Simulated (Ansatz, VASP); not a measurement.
# Two plane-wave programs on SiO2

```
Si O
1.0
     7.16000    0.00000    0.00000
     0.00000    7.16000    0.00000
     0.00000    0.00000    7.16000
Si O
8 16
Direct
  0.28071 0.28071 0.28071
  0.21929 0.71929 0.78071
  0.78071 0.21929 0.71929
  0.71929 0.78071 0.21929
  0.02058 0.02058 0.02058
  0.47942 0.97942 0.52058
  0.52058 0.47942 0.97942
  0.97942 0.52058 0.47942
  0.15054 0.15054 0.15054
  0.34946 0.84946 0.65054
  0.65054 0.34946 0.84946
  0.84946 0.65054 0.34946
  0.63982 0.66158 0.04343
  0.86018 0.33842 0.54343
  0.13982 0.83842 0.95657
  0.36018 0.16158 0.45657
  0.04343 0.63982 0.66158
  0.54343 0.86018 0.33842
  0.95657 0.13982 0.83842
  0.45657 0.36018 0.16158
  0.66158 0.04343 0.63982
  0.33842 0.54343 0.86018
  0.83842 0.95657 0.13982
  0.16158 0.45657 0.36018
```

Alike in both runs: functional PBE; k mesh 4 × 4 × 4; occupations fermi-dirac, width 0.02 eV; no spin polarisation.

Ansatz relaxed the structure, and its values are those at the end. VASP's run is a single point on that final structure, the one shown.

|  | VASP | Ansatz |
| --- | --- | --- |
| version | VASP 6.6.1 | Ansatz 0.2.0 |
| potentials or method | VASP PAW PBE potentials, release 64 (Si, O) | plane-wave PAW, scalar-relativistic |
| plane-wave cutoff (eV) | 520 | 420 |
| valence electrons in the cell | 128 | 128 |

Ansatz gave:

* gap on the k mesh at the Fermi level (eV): 5.68
* pressure (GPa): 0.8
* rms of the force components (eV/Å): 0.011

Task: Which values does VASP return?

Result: gap on the k mesh at the Fermi level (eV): 5.68; pressure (GPa): 0.9; rms of the force components (eV/Å): 0.010.

With one functional, cell and mesh, what is left measures potentials, basis and numerics. Ansatz's warnings: stress scf threshold loose.
